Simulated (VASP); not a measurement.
# Ge (I4_1/amd) in VASP: notebook

Ge is run at these levels: r2SCAN; tasks: single point.

All numbers are computed with VASP 6.6.1; they aren't measurements. Logs are shortened: lines on timing, memory, paths and dates and some standing lists are left out, and cuts for length are marked.

**1. The cell of the first run**

Symmetry: I4_1/amd, No. 141, tetragonal system. The conventional cell has a = 3.932 Å, b = 3.932 Å, c = 5.743 Å, α = 90.00°, β = 90.00°, γ = 90.00°. Within 3.2 Å of Ge (site symmetry -4m2) lie 4 Ge at 2.43 Å.

**2. Single point, r2SCAN (biaxial strain in the a-b plane: -2.0 %)**

Input file POSCAR:

```
Ge
1.0
    2.7806785653      2.7806785653      0.0000000000
   -2.7806785653      2.7806785653      0.0000000000
    0.0000000000      0.0000000000      5.7429524654
Ge
4
Direct
    0.5000000000      0.5000000000      0.5000000000
    0.5000000000      0.0000000000      0.2500000000
    0.0000000000      0.0000000000      0.0000000000
    0.0000000000      0.5000000000      0.7500000000
```

Input file INCAR.step1:

```
PREC     = Accurate       # precision mode
ENCUT    = 520            # plane-wave cutoff, eV
ISMEAR   = 0              # smearing method
SIGMA    = 0.02           # smearing width, eV
LREAL    = F              # projectors in reciprocal space
LASPH    = T              # aspherical terms in the spheres
NELM     = 100            # most SCF steps
NBANDS   = 36             # bands
GGA      = PE             # functional
ALGO     = Normal         # electronic algorithm
EDIFF    = 1E-4           # SCF threshold, eV
LWAVE    = T              # write WAVECAR
LCHARG   = F              # write CHGCAR
```

Input file INCAR.step2:

```
PREC     = Accurate       # precision mode
ENCUT    = 520            # plane-wave cutoff, eV
EDIFF    = 1E-6           # SCF threshold, eV
ISMEAR   = 0              # smearing method
SIGMA    = 0.02           # smearing width, eV
LREAL    = F              # projectors in reciprocal space
LASPH    = T              # aspherical terms in the spheres
NELM     = 100            # most SCF steps
ALGO     = Normal         # electronic algorithm
ISIF     = 2              # what is computed and relaxed
LWAVE    = F              # write WAVECAR
LCHARG   = F              # write CHGCAR
METAGGA  = R2SCAN         # meta-GGA
LMIXTAU  = T            
NBANDS   = 36             # bands
ISTART   = 1
```

Input file KPOINTS:

```
Automatic mesh
0
Gamma
  10 10 6
```

Potentials or basis: VASP PAW PBE potentials, release 64 (Ge_d).

Command:

```bash
$ cat potpaw_PBE.64/Ge_d/POTCAR > POTCAR
$ cp INCAR.step1 INCAR
$ mpirun -np 1 vasp_std > vasp.out
$ cp INCAR.step2 INCAR
$ mpirun -np 1 vasp_std > vasp.out
```

OUTCAR:

```text
PREC = Accurate
   ENCUT = 520
   EDIFF = 1E-6
   ISMEAR = 0
   LREAL = F
   LASPH = T
   NELM = 100
   ISIF = 2
   METAGGA = R2SCAN
   ISTART = 1

 ion  position               nearest neighbor table
   1  0.500  0.500  0.500-   2 2.43   4 2.43   2 2.43   4 2.43
   2  0.500  0.000  0.250-   1 2.43   3 2.43   1 2.43   3 2.43
   3  0.000  0.000  0.000-   2 2.43   4 2.43   4 2.43   2 2.43
   4  0.000  0.500  0.750-   1 2.43   3 2.43   3 2.43   1 2.43

  LATTYP: Found a simple tetragonal cell.
 ALAT       =     3.9324733396
 C/A-ratio  =     1.4603919644

  Lattice vectors:

 A1 = (   2.7806785653,   2.7806785653,   0.0000000000)
 A2 = (  -2.7806785653,   2.7806785653,   0.0000000000)
 A3 = (   0.0000000000,   0.0000000000,   5.7429524654)

Analysis of symmetry for initial positions (statically):
=====================================================================
 Subroutine PRICEL returns following result:

  LATTYP: Found a body centered tetragonal cell.
 ALAT       =     3.9324733396
 C/A-ratio  =     1.4603919644

  Lattice vectors:

 A1 = (   2.7806785653,   0.0000000000,  -2.8714762327)
 A2 = (  -2.7806785653,   0.0000000000,  -2.8714762327)
 A3 = (   0.0000000000,   2.7806785653,   2.8714762327)

   2 primitive cells build up your supercell.

 Routine SETGRP: Setting up the symmetry group for a
 simple tetragonal supercell.

 Subroutine GETGRP returns: Found 16 space group operations
 (whereof  8 operations were pure point group operations)
 out of a pool of 16 trial point group operations.

The static configuration has the point symmetry D_2d.
 The point group associated with its full space group is D_4h.

Analysis of symmetry for dynamics (positions and initial velocities):
=====================================================================
 Subroutine PRICEL returns following result:

  LATTYP: Found a body centered tetragonal cell.
 ALAT       =     3.9324733396
 C/A-ratio  =     1.4603919644

  Lattice vectors:

 A1 = (   2.7806785653,   0.0000000000,  -2.8714762327)
 A2 = (  -2.7806785653,   0.0000000000,  -2.8714762327)
 A3 = (   0.0000000000,   2.7806785653,   2.8714762327)

   2 primitive cells build up your supercell.

 Routine SETGRP: Setting up the symmetry group for a
 simple tetragonal supercell.

 Subroutine GETGRP returns: Found 16 space group operations
 (whereof  8 operations were pure point group operations)
 out of a pool of 16 trial point group operations.

The dynamic configuration has the point symmetry D_2d.
 The point group associated with its full space group is D_4h.

 Subroutine INISYM returns: Found 16 space group operations
 (whereof  8 operations are pure point group operations),
 and found     2 'primitive' translations

----------------------------------------------------------------------------------------

                                     Primitive cell

  volume of cell :      44.4055

  direct lattice vectors                    reciprocal lattice vectors
     2.780678565  0.000000000 -2.871476233     0.179812225  0.179812225 -0.174126463
    -2.780678565  0.000000000 -2.871476233    -0.179812225  0.179812225 -0.174126463
     0.000000000  2.780678565  2.871476233     0.000000000  0.359624450  0.000000000

  length of vectors
     3.997192645  3.997192645  3.997192645     0.308196200  0.308196200  0.359624450

  position of ions in fractional coordinates (direct lattice)
     1.000000000  1.000000000  0.000000000
     0.250000000  0.750000000  0.500000000

  ion indices of the primitive-cell ions
   primitive index   ion index
                 1           1
                 2           2

----------------------------------------------------------------------------------------

 KPOINTS: Automatic mesh

Automatic generation of k-mesh.
 Grid dimensions read from file:
 generate k-points for:   10   10    6

 Generating k-lattice:

  Cartesian coordinates                     Fractional coordinates (reciprocal lattice)
     0.017981223  0.017981223  0.000000000     0.100000000  0.000000000  0.000000000
    -0.017981223  0.017981223  0.000000000     0.000000000  0.100000000  0.000000000
     0.000000000  0.000000000  0.029021077     0.000000000  0.000000000  0.166666667

  Length of vectors
     0.025429289  0.025429289  0.029021077

  Shift w.r.t. Gamma in fractional coordinates (k-lattice)
     0.000000000  0.000000000  0.000000000

 Subroutine IBZKPT returns following result:
 ===========================================

 Found     84 irreducible k-points:

 Following reciprocal coordinates:
            Coordinates               Weight
  0.000000  0.000000  0.000000      1.000000
  0.100000  0.000000  0.000000      4.000000
  0.200000  0.000000  0.000000      4.000000
  0.300000  0.000000  0.000000      4.000000
  0.400000  0.000000  0.000000      4.000000
  0.500000  0.000000  0.000000      2.000000
[... 16 lines left out ...]
  0.100000  0.000000  0.166667      8.000000
  0.200000  0.000000  0.166667      8.000000
 [... further k-points ...]
   k-points           NKPTS =     84   k-points in BZ     NKDIM =     84   number of bands    NBANDS=     36
   number of dos      NEDOS =    301   number of ions     NIONS =      4
   total plane-waves  NPLWV =  43200
   dimension x,y,z NGX =    30 NGY =   30 NGZ =   48
   dimension x,y,z NGXF=    60 NGYF=   60 NGZF=   96
   ions per type =               4
   NGX,Y,Z   is equivalent  to a cutoff of  12.68, 12.68, 13.89 a.u.
   NGXF,Y,Z  is equivalent  to a cutoff of  25.37, 25.37, 27.79 a.u.
 SYSTEM =  unknown system
   PREC   = accura    normal or accurate (medium, high low for compatibility)
   ISTART =      1    job   : 0-new  1-cont  2-samecut
   ICHARG =      0    charge: 1-file 2-atom 10-const
   ISPIN  =      1    spin polarized calculation?
   LNONCOLLINEAR =      F non collinear calculations
   LSORBIT =      F    spin-orbit coupling
   LASPH  =      T    aspherical Exc in radial PAW
   ENCUT  =  520.0 eV  38.22 Ry    6.18 a.u.   7.31  7.31 10.68*2*pi/ulx,y,z
   NELM   =    100;   NELMIN=  2; NELMDL=  0     # of ELM steps
   EDIFF  = 0.1E-05   stopping-criterion for ELM
   LREAL  =      F    real-space projection
   EDIFFG = 0.1E-04   stopping-criterion for IOM
   NSW    =      0    number of steps for IOM
   IBRION =     -1    ionic relax: 0-MD 1-quasi-New 2-CG
   NFREE  =      0    steps in history (QN), initial steepest desc. (CG)
   ISIF   =      2    stress and relaxation
   ISYM   =      2    0-nonsym 1-usesym 2-fastsym
   POTIM  = 0.5000    time-step for ionic-motion
   TEBEG  =    0.0;   TEEND  =   0.0 temperature during run
   PSTRESS=    0.0 pullay stress
   NELECT =      56.0000    total number of electrons
   NUPDOWN=      -1.0000    fix difference up-down
   EMIN   =  10.00;   EMAX   =-10.00  energy-range for DOS
   EFERMI =   0.00;   METHOD = LEGACY
   ISMEAR =     0;   SIGMA  =   0.02  broadening in eV -4-tet -1-fermi 0-gaus
   EFERMI_NEDOS =   21; number of points for ismear=-14 and -15
   IALGO  =     38    algorithm
   IMIX   =      4    mixing-type and parameters
     AMIX     =   0.40;   BMIX     =  1.00
     AMIX_MAG =   1.60;   BMIX_MAG =  1.00
  volume/ion in A,a.u.               =      22.20       149.83
  Fermi-wavevector in a.u.,A,eV,Ry     =   1.403832  2.652858 26.813617  1.970745
  Thomas-Fermi vector in A             =   2.526455
   LORBIT       =      0    0 simple, 1 ext, 2 COOP (PROOUT), +10 PAW based schemes
   METAGGA = R2SCAN    functional components
   LHFCALC =     F    Hartree Fock is set to
   AEXX    =    0.0000 exact exchange contribution
   IVDW    =     0    specifies the selected vdW correction
   LEPSILON=     F    determine dielectric tensor
   LRPA    =     F    only Hartree local field effects (RPA)
 non-spin polarized calculation
 Gauss-broadening in eV      SIGMA  =   0.02
  energy-cutoff  :      520.00
  volume of cell :       88.81
 maximum number of plane-waves:      2428
 NGX is ok and might be reduce to    30
   NGX = 15   NGY = 15   NGZ = 21

 number of electron      56.0000058 magnetization

 Free energy of the ion-electron system (eV)
  ---------------------------------------------------
  ext. energy  EPLUGINS =         0.00000000
  ---------------------------------------------------
  free energy    TOTEN  =       -55.45250408 eV

  energy without entropy =      -55.45250408  energy(sigma->0) =      -55.45250408

 E-fermi :   5.2014     XC(G=0): -10.9226

 val. band max:        5.0869397512   @ k =   0.0000   0.0000   0.0000
 cond. band min:       5.4809246509   @ k =   0.5000   0.0000   0.5000
 fundamental gap:      0.3939848997
 Fermi energy:         5.2013629071

 k-point     1 :       0.0000    0.0000    0.0000
  band No.  band energies     occupation
      1     -20.5720      2.00000
      2     -20.5720      2.00000
      3     -20.5319      2.00000
      4     -20.5319      2.00000
      5     -20.5225      2.00000
      6     -20.4901      2.00000
[... 28 lines left out ...]
     35      12.1193      0.00000
     36      14.6164      0.00000

 k-point     2 :       0.1000    0.0000    0.0000
  band No.  band energies     occupation
      1     -20.5769      2.00000
      2     -20.5722      2.00000
      3     -20.5374      2.00000
      4     -20.5309      2.00000
      5     -20.5246      2.00000
      6     -20.4860      2.00000
[... 28 lines left out ...]
     35      12.5640      0.00000
     36      14.4872      0.00000

 k-point     3 :       0.2000    0.0000    0.0000
  band No.  band energies     occupation
      1     -20.5841      2.00000
      2     -20.5726      2.00000
      3     -20.5480      2.00000
      4     -20.5309      2.00000
      5     -20.5258      2.00000
      6     -20.4781      2.00000
[... 28 lines left out ...]
     35      13.3809      0.00000
     36      13.5566      0.00000
[... 742 lines left out ...]
 k-point    23 :       0.1000    0.0000    0.1667
  band No.  band energies     occupation
      1     -20.5747      2.00000
      2     -20.5699      2.00000
      3     -20.5393      2.00000
      4     -20.5378      2.00000
      5     -20.5270      2.00000
      6     -20.5018      2.00000
[... 28 lines left out ...]
     35      13.0403      0.00000
     36      13.4146      0.00000

 k-point    24 :       0.2000    0.0000    0.1667
  band No.  band energies     occupation
      1     -20.5815      2.00000
      2     -20.5703      2.00000
      3     -20.5481      2.00000
      4     -20.5392      2.00000
      5     -20.5229      2.00000
      6     -20.4906      2.00000
[... 28 lines left out ...]
     35      12.1201      0.00000
     36      12.8409      0.00000

 [... further k-points ...]

------------------------ aborting loop because EDIFF is reached ----------------------------------------

  FORCE on cell =-STRESS in cart. coord.  units (eV):
  Direction    XX          YY          ZZ          XY          YZ          ZX
  --------------------------------------------------------------------------------------
  -------------------------------------------------------------------------------------
  Total        1.7866553      1.7866553      0.1563574      0.0000000      0.0000000      0.0000000
  in kB       32.2317994     32.2317994      2.8207355      0.0000000      0.0000000      0.0000000
  external PRESSURE =      22.4281114 kB  Pullay stress =       0.0000000 kB

 VOLUME and BASIS-vectors are now :
 -----------------------------------------------------------------------------
  energy-cutoff  :      520.00
  volume of cell :       88.81
      direct lattice vectors                 reciprocal lattice vectors
     2.780678565  2.780678565  0.000000000     0.179812225  0.179812225  0.000000000
    -2.780678565  2.780678565  0.000000000    -0.179812225  0.179812225  0.000000000
     0.000000000  0.000000000  5.742952465     0.000000000  0.000000000  0.174126463

 POSITION                                       TOTAL-FORCE (eV/Angst)
 -----------------------------------------------------------------------------------
      0.00000      2.78068      2.87148         0.000000      0.000000     -0.000000
      1.39034      1.39034      1.43574        -0.000000     -0.000000      0.000000
      0.00000      0.00000      0.00000        -0.000000     -0.000000     -0.000000
     -1.39034      1.39034      4.30721         0.000000      0.000000     -0.000000
 -----------------------------------------------------------------------------------
    total drift:                               -0.000000      0.000000      0.000000

  FREE ENERGIE OF THE ION-ELECTRON SYSTEM (eV)
  ---------------------------------------------------
  free  energy   TOTEN  =       -55.4525040830 eV

  energy  without entropy=      -55.4525040830  energy(sigma->0) =      -55.45250408
```

Run time: 5.8 min. Hardware: 1 thread of Intel Xeon 6975P-C (Granite Rapids), shared host; peak memory 0.33 GiB.

Results:

```
Free energy            : -55.4525 eV
Pressure               : 2.2 GPa
Band gap on the k mesh : 0.39 eV
```

Caveat: the cell differs from its parent crystal (biaxial strain in the a-b plane: -2.0 %); the PAW data sets were made with another functional, which shifts forces and pressure a little.

**3. Single point, r2SCAN (biaxial strain in the a-b plane: -2.0 %, then relaxed in part)**

Edit POSCAR of step 2 so:

```diff
@@ -4,3 +4,3 @@
    -2.7806785653      2.7806785653      0.0000000000
-    0.0000000000      0.0000000000      5.7429524654
+    0.0000000000      0.0000000000      5.7526279457
 Ge
```

Input file INCAR.step1:

```
ALGO = Normal
EDIFF = 1E-4
ENCUT = 520
GGA = PE
ISMEAR = 0
LASPH = True
LCHARG = False
LREAL = False
LWAVE = True
NBANDS = 36
NELM = 60
PREC = Accurate
SIGMA = 0.02
```

Input file INCAR.step2:

```
ALGO = Normal
EDIFF = 1E-7
ENCUT = 520
ISIF = 2
ISMEAR = 0
ISTART = 1
LASPH = True
LCHARG = False
LMIXTAU = True
LREAL = False
LWAVE = False
METAGGA = R2SCAN
NBANDS = 36
NELM = 60
PREC = Accurate
SIGMA = 0.02
```

Input file KPOINTS:

```
k-points
0
Gamma
  10 10 6
```

Potentials or basis: VASP PAW PBE potentials, release 64 (Ge_d).

Command:

```bash
$ cat potpaw_PBE.64/Ge_d/POTCAR > POTCAR
$ cp INCAR.step1 INCAR
$ mpirun -np 1 vasp_std > vasp.out
$ cp INCAR.step2 INCAR
$ mpirun -np 1 vasp_std > vasp.out
```

It took 7.2 min on 1 thread of Intel Xeon 6975P-C (Granite Rapids), shared host; peak memory 0.33 GiB.

It converged, with:

```
Free energy            : -55.4527 eV
Pressure               : 2.1 GPa
Band gap on the k mesh : 0.38 eV
```

Stress tensor (GPa, compression positive):
```
3.16 0.00 0.00
0.00 3.16 0.00
0.00 0.00 0.06
```

Levels at points of the mesh, in eV from the valence-band top:
| k point | band 25 | band 26 | band 27 | band 28 | band 29 | band 30 | band 31 | band 32 |
| --- | --- | --- | --- | --- | --- | --- | --- | --- |
| (0.00, 0.00, 0.00) | -3.22 | -0.29 | 0.00 | 0.00 | 0.47 | 1.06 | 1.06 | 2.57 |
| (0.50, 0.00, 0.00) | -4.30 | -4.30 | -1.53 | -1.53 | 2.37 | 2.37 | 5.01 | 5.01 |
| (0.50, 0.50, 0.00) | -3.47 | -3.47 | -3.47 | -3.47 | 0.76 | 0.76 | 0.76 | 0.76 |
| (0.00, 0.00, 0.50) | -2.15 | -2.15 | -2.15 | -2.15 | 1.32 | 1.32 | 3.00 | 3.00 |
| (0.50, 0.00, 0.50) | -1.77 | -1.77 | -1.44 | -1.44 | 0.38 | 0.38 | 3.83 | 3.83 |
| (0.50, 0.50, 0.50) | -4.24 | -4.24 | -4.24 | -4.24 | 4.34 | 4.34 | 4.34 | 4.34 |

Caveat: the cell differs from its parent crystal (biaxial strain in the a-b plane: -2.0 %, then relaxed in part); the PAW data sets were made with another functional, which shifts forces and pressure a little. A k mesh can miss the band edges.
